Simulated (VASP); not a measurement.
# Ga3As2N (I4/mmm) in VASP: single point with PBE

Aim: the single point of Ga3As2N with PBE.

All numbers are computed with VASP 6.6.1; they aren't measurements. Logs are shortened: lines on timing, memory, paths and dates and some standing lists are left out, and cuts for length are marked.

## 1. The cell of the first run

It takes space group I4/mmm (No. 139, tetragonal). Conventional cell: a = 3.595 Å, b = 3.595 Å, c = 16.430 Å, α = 90.00°, β = 90.00°, γ = 90.00°. Ga (site symmetry 4/mmm) has 4 N at 2.54 Å and 2 As at 2.61 Å and 8 Ga at 3.19 Å within 3.4 Å. Ga (site symmetry 4mm) has 1 N at 1.93 Å and 4 As at 2.63 Å within 2.7 Å. As (site symmetry 4mm) has 5 Ga at 2.61 to 2.63 Å within 3.4 Å. N (site symmetry 4/mmm) has 6 Ga at 1.93 to 2.54 Å within 2.6 Å.

## 2. Single point, PBE

File INCAR:

```
SYSTEM = Ga3As2N
PREC = Accurate ; ENCUT = 520
EDIFF = 1E-7 ; ISMEAR = 0
SIGMA = 0.1 ; LREAL = .FALSE.
LASPH = .TRUE. ; NELM = 100
ALGO = Normal ; ISIF = 2
LWAVE = .FALSE. ; LCHARG = .FALSE.
GGA = PE ; NBANDS = 36
```

File KPOINTS:

```
Automatic mesh
0
G
  14 14 14
  0 0 0
```

File POSCAR:

```
Ga3As2N
1.0
   -1.7975171413      1.7975171413      8.2152006978
    1.7975171413     -1.7975171413      8.2152006978
    1.7975171413      1.7975171413     -8.2152006978
Ga As N
3 2 1
Direct
    0.0000000000      0.0000000000      0.0000000000
    0.6177584578      0.6177584578      0.0000000000
    0.3822415422      0.3822415422      0.0000000000
    0.8414197286      0.8414197286      0.0000000000
    0.1585802714      0.1585802714      0.0000000000
    0.5000000000      0.5000000000      0.0000000000
```

Potentials or basis: VASP PAW PBE potentials, release 64 (Ga_d, As, N).

On the command line:

```console
> cat potpaw_PBE.64/Ga_d/POTCAR potpaw_PBE.64/As/POTCAR potpaw_PBE.64/N/POTCAR > POTCAR
> mpirun -np 1 vasp_std > vasp.out
```

OUTCAR:

```text
SYSTEM = Ga3As2N
   PREC = Accurate
   ENCUT = 520
   EDIFF = 1E-7
   ISMEAR = 0
   LREAL = .FALSE.
   LASPH = .TRUE.
   NELM = 100
   ISIF = 2
   GGA = PE

 ion  position               nearest neighbor table
   1  0.000  0.000  0.000-   4 2.61   5 2.61
   2  0.618  0.618  0.000-   6 1.93   5 2.63   5 2.63   5 2.63   5 2.63
   3  0.382  0.382  0.000-   6 1.93   4 2.63   4 2.63   4 2.63   4 2.63
   4  0.841  0.841  0.000-   1 2.61   3 2.63   3 2.63   3 2.63   3 2.63
   5  0.159  0.159  0.000-   1 2.61   2 2.63   2 2.63   2 2.63   2 2.63
   6  0.500  0.500  0.000-   2 1.93   3 1.93

  LATTYP: Found a body centered tetragonal cell.
 ALAT       =     3.5950342826
 C/A-ratio  =     4.5703045101

  Lattice vectors:

 A1 = (  -1.7975171413,   1.7975171413,   8.2152006978)
 A2 = (   1.7975171413,  -1.7975171413,   8.2152006978)
 A3 = (   1.7975171413,   1.7975171413,  -8.2152006978)

Analysis of symmetry for initial positions (statically):
=====================================================================
 Subroutine PRICEL returns:
 Original cell was already a primitive cell.

 Routine SETGRP: Setting up the symmetry group for a
 body centered tetragonal supercell.

 Subroutine GETGRP returns: Found 16 space group operations
 (whereof 16 operations were pure point group operations)
 out of a pool of 16 trial point group operations.

The static configuration has the point symmetry D_4h.

Analysis of symmetry for dynamics (positions and initial velocities):
=====================================================================
 Subroutine PRICEL returns:
 Original cell was already a primitive cell.

 Routine SETGRP: Setting up the symmetry group for a
 body centered tetragonal supercell.

 Subroutine GETGRP returns: Found 16 space group operations
 (whereof 16 operations were pure point group operations)
 out of a pool of 16 trial point group operations.

The dynamic configuration has the point symmetry D_4h.

 Subroutine INISYM returns: Found 16 space group operations
 (whereof 16 operations are pure point group operations),
 and found     1 'primitive' translations

----------------------------------------------------------------------------------------

                                     Primitive cell

  volume of cell :     106.1755

  direct lattice vectors                    reciprocal lattice vectors
    -1.797517141  1.797517141  8.215200698     0.000000000  0.278161464  0.060862786
     1.797517141 -1.797517141  8.215200698     0.278161464  0.000000000  0.060862786
     1.797517141  1.797517141 -8.215200698     0.278161464  0.278161464  0.000000000

  length of vectors
     8.599515001  8.599515001  8.599515001     0.284742127  0.284742127  0.393379715

  position of ions in fractional coordinates (direct lattice)
     0.000000000  0.000000000  0.000000000
     0.617758458  0.617758458  0.000000000
     0.382241542  0.382241542  0.000000000
     0.841419729  0.841419729  0.000000000
     0.158580271  0.158580271  0.000000000
     0.500000000  0.500000000  0.000000000

  ion indices of the primitive-cell ions
   primitive index   ion index
                 1           1
                 2           2
                 3           3
                 4           4
                 5           5
                 6           6

----------------------------------------------------------------------------------------

 KPOINTS: Automatic mesh

Automatic generation of k-mesh.
 Grid dimensions read from file:
 generate k-points for:   14   14   14

 Generating k-lattice:

  Cartesian coordinates                     Fractional coordinates (reciprocal lattice)
     0.000000000  0.019868676  0.004347342     0.071428571  0.000000000 -0.000000000
     0.019868676  0.000000000  0.004347342     0.000000000  0.071428571 -0.000000000
     0.019868676  0.019868676  0.000000000     0.000000000  0.000000000  0.071428571

  Length of vectors
     0.020338723  0.020338723  0.028098551

  Shift w.r.t. Gamma in fractional coordinates (k-lattice)
     0.000000000  0.000000000  0.000000000

 Subroutine IBZKPT returns following result:
 ===========================================

 Found    244 irreducible k-points:

 Following reciprocal coordinates:
            Coordinates               Weight
  0.000000  0.000000  0.000000      1.000000
  0.071429  0.000000  0.000000      8.000000
  0.142857 -0.000000  0.000000      8.000000
  0.214286  0.000000  0.000000      8.000000
  0.285714 -0.000000  0.000000      8.000000
  0.357143  0.000000  0.000000      8.000000
[... 16 lines left out ...]
  0.214286  0.142857  0.000000     16.000000
  0.285714  0.142857  0.000000     16.000000
 [... further k-points ...]
   k-points           NKPTS =    244   k-points in BZ     NKDIM =    244   number of bands    NBANDS=     36
   number of dos      NEDOS =    301   number of ions     NIONS =      6
   total plane-waves  NPLWV = 262144
   dimension x,y,z NGX =    64 NGY =   64 NGZ =   64
   dimension x,y,z NGXF=   128 NGYF=  128 NGZF=  128
   ions per type =               3   2   1
   NGX,Y,Z   is equivalent  to a cutoff of  12.37, 12.37, 12.37 a.u.
   NGXF,Y,Z  is equivalent  to a cutoff of  24.74, 24.74, 24.74 a.u.
 SYSTEM =  Ga3As2N
   PREC   = accura    normal or accurate (medium, high low for compatibility)
   ISTART =      0    job   : 0-new  1-cont  2-samecut
   ICHARG =      2    charge: 1-file 2-atom 10-const
   ISPIN  =      1    spin polarized calculation?
   LNONCOLLINEAR =      F non collinear calculations
   LSORBIT =      F    spin-orbit coupling
   LASPH  =      T    aspherical Exc in radial PAW
   ENCUT  =  520.0 eV  38.22 Ry    6.18 a.u.  15.99 15.99 15.99*2*pi/ulx,y,z
   NELM   =    100;   NELMIN=  2; NELMDL= -5     # of ELM steps
   EDIFF  = 0.1E-06   stopping-criterion for ELM
   LREAL  =      F    real-space projection
   EDIFFG = 0.1E-05   stopping-criterion for IOM
   NSW    =      0    number of steps for IOM
   IBRION =     -1    ionic relax: 0-MD 1-quasi-New 2-CG
   NFREE  =      0    steps in history (QN), initial steepest desc. (CG)
   ISIF   =      2    stress and relaxation
   ISYM   =      2    0-nonsym 1-usesym 2-fastsym
   POTIM  = 0.5000    time-step for ionic-motion
   TEBEG  =    0.0;   TEEND  =   0.0 temperature during run
   PSTRESS=    0.0 pullay stress
   NELECT =      54.0000    total number of electrons
   NUPDOWN=      -1.0000    fix difference up-down
   EMIN   =  10.00;   EMAX   =-10.00  energy-range for DOS
   EFERMI =   0.00;   METHOD = LEGACY
   ISMEAR =     0;   SIGMA  =   0.10  broadening in eV -4-tet -1-fermi 0-gaus
   EFERMI_NEDOS =   21; number of points for ismear=-14 and -15
   IALGO  =     38    algorithm
   IMIX   =      4    mixing-type and parameters
     AMIX     =   0.40;   BMIX     =  1.00
     AMIX_MAG =   1.60;   BMIX_MAG =  1.00
  volume/ion in A,a.u.               =      17.70       119.42
  Fermi-wavevector in a.u.,A,eV,Ry     =   1.306767  2.469431 23.233836  1.707639
  Thomas-Fermi vector in A             =   2.437546
   LORBIT       =      0    0 simple, 1 ext, 2 COOP (PROOUT), +10 PAW based schemes
   GGA     = PE    functional components
   LHFCALC =     F    Hartree Fock is set to
   AEXX    =    0.0000 exact exchange contribution
   IVDW    =     0    specifies the selected vdW correction
   LEPSILON=     F    determine dielectric tensor
   LRPA    =     F    only Hartree local field effects (RPA)
 non-spin polarized calculation
 Gauss-broadening in eV      SIGMA  =   0.10
  energy-cutoff  :      520.00
  volume of cell :      106.18
 maximum number of plane-waves:      2885
   NGX = 31   NGY = 31   NGZ = 31

 number of electron      54.0000007 magnetization

 Free energy of the ion-electron system (eV)
  ---------------------------------------------------
  ext. energy  EPLUGINS =         0.00000000
  ---------------------------------------------------
  free energy    TOTEN  =       -25.45650068 eV

  energy without entropy =      -25.44675326  energy(sigma->0) =      -25.45162697

 E-fermi :   4.9383     XC(G=0): -10.5866

 val. band max:        4.9364687322   @ k =  -0.1429  -0.2143   0.1429
 cond. band min:       4.9397225166   @ k =  -0.4286   0.5000   0.4286
 fundamental gap:      0.0032537844
 Fermi energy:         4.9383328745

 k-point     1 :       0.0000    0.0000    0.0000
  band No.  band energies     occupation
      1     -10.6439      2.00000
      2      -9.8775      2.00000
      3      -9.8334      2.00000
      4      -9.8290      2.00000
      5      -9.8176      2.00000
      6      -9.7988      2.00000
[... 28 lines left out ...]
     35      12.5415      0.00000
     36      12.5571      0.00000

 k-point     2 :       0.0714    0.0000    0.0000
  band No.  band energies     occupation
      1     -10.6330      2.00000
      2      -9.8754      2.00000
      3      -9.8315      2.00000
      4      -9.8301      2.00000
      5      -9.8183      2.00000
      6      -9.8018      2.00000
[... 28 lines left out ...]
     35      12.3836      0.00000
     36      12.5374      0.00000

 k-point     3 :       0.1429   -0.0000    0.0000
  band No.  band energies     occupation
      1     -10.6026      2.00000
      2      -9.8696      2.00000
      3      -9.8383      2.00000
      4      -9.8222      2.00000
      5      -9.8210      2.00000
      6      -9.8099      2.00000
[... 28 lines left out ...]
     35      12.0222      0.00000
     36      12.3025      0.00000

 k-point     4 :       0.2143    0.0000    0.0000
  band No.  band energies     occupation
      1     -10.5589      2.00000
      2      -9.8625      2.00000
      3      -9.8476      2.00000
      4      -9.8254      2.00000
      5      -9.8212      2.00000
      6      -9.8173      2.00000
[... 28 lines left out ...]
     35      11.6913      0.00000
     36      11.8601      0.00000

 k-point     5 :       0.2857   -0.0000    0.0000
  band No.  band energies     occupation
      1     -10.5106      2.00000
      2      -9.8587      2.00000
      3      -9.8570      2.00000
      4      -9.8334      2.00000
      5      -9.8286      2.00000
      6      -9.8209      2.00000
[... 655 lines left out ...]
 k-point    22 :       0.1429    0.1429    0.0000
  band No.  band energies     occupation
      1     -10.5744      2.00000
      2      -9.8680      2.00000
      3      -9.8611      2.00000
      4      -9.8206      2.00000
      5      -9.8094      2.00000
      6      -9.8092      2.00000
[... 28 lines left out ...]
     35      11.3349      0.00000
     36      11.7995      0.00000

 k-point    23 :       0.2143    0.1429    0.0000
  band No.  band energies     occupation
      1     -10.5455      2.00000
      2      -9.8827      2.00000
      3      -9.8522      2.00000
      4      -9.8315      2.00000
      5      -9.8143      2.00000
      6      -9.8056      2.00000
[... 28 lines left out ...]
     35      11.2068      0.00000
     36      11.5480      0.00000

 k-point    24 :       0.2857    0.1429    0.0000
  band No.  band energies     occupation
      1     -10.5147      2.00000
      2      -9.8923      2.00000
      3      -9.8442      2.00000
      4      -9.8429      2.00000
      5      -9.8195      2.00000
      6      -9.8141      2.00000
[... 28 lines left out ...]
     35      11.0900      0.00000
     36      11.1870      0.00000

 [... further k-points ...]

------------------------ aborting loop because EDIFF is reached ----------------------------------------

  FORCE on cell =-STRESS in cart. coord.  units (eV):
  Direction    XX          YY          ZZ          XY          YZ          ZX
  --------------------------------------------------------------------------------------
  -------------------------------------------------------------------------------------
  Total        0.1396758      0.1396758      0.1118916      0.0000000      0.0000000      0.0000000
  in kB        2.1076932      2.1076932      1.6884333      0.0000000      0.0000000      0.0000000
  external PRESSURE =       1.9679399 kB  Pullay stress =       0.0000000 kB

 VOLUME and BASIS-vectors are now :
 -----------------------------------------------------------------------------
  energy-cutoff  :      520.00
  volume of cell :      106.18
      direct lattice vectors                 reciprocal lattice vectors
    -1.797517141  1.797517141  8.215200698     0.000000000  0.278161464  0.060862786
     1.797517141 -1.797517141  8.215200698     0.278161464  0.000000000  0.060862786
     1.797517141  1.797517141 -8.215200698     0.278161464  0.278161464  0.000000000

 POSITION                                       TOTAL-FORCE (eV/Angst)
 -----------------------------------------------------------------------------------
      0.00000      0.00000      0.00000        -0.000000     -0.000000     -0.000000
      0.00000      0.00000     10.15002        -0.000000     -0.000000      0.002571
      0.00000      0.00000      6.28038        -0.000000     -0.000000     -0.002571
      0.00000      0.00000     13.82486         0.000000      0.000000     -0.026333
      0.00000      0.00000      2.60554         0.000000      0.000000      0.026333
      0.00000      0.00000      8.21520        -0.000000     -0.000000     -0.000000
 -----------------------------------------------------------------------------------
    total drift:                               -0.000000     -0.000000      0.000000

  FREE ENERGIE OF THE ION-ELECTRON SYSTEM (eV)
  ---------------------------------------------------
  free  energy   TOTEN  =       -25.4565006775 eV

  energy  without entropy=      -25.4467532568  energy(sigma->0) =      -25.45162697
```

Wall time 30 min (1 thread of Intel Xeon 6975P-C (Granite Rapids), shared host); peak memory 1.1 GiB.

Results:

```
Free energy            : -25.4565 eV
Pressure               : 0.2 GPa
Largest force          : 0.026 eV/Å
Band gap on the k mesh : zero (bands 27 and 28 overlap by 2.78 eV)
```

Forces in eV/Å, atoms in the order of the input:
```
Ga   0.000  0.000  0.000
Ga   0.000  0.000  0.003
Ga   0.000  0.000 -0.003
As   0.000  0.000 -0.026
As   0.000  0.000  0.026
N    0.000  0.000  0.000
```
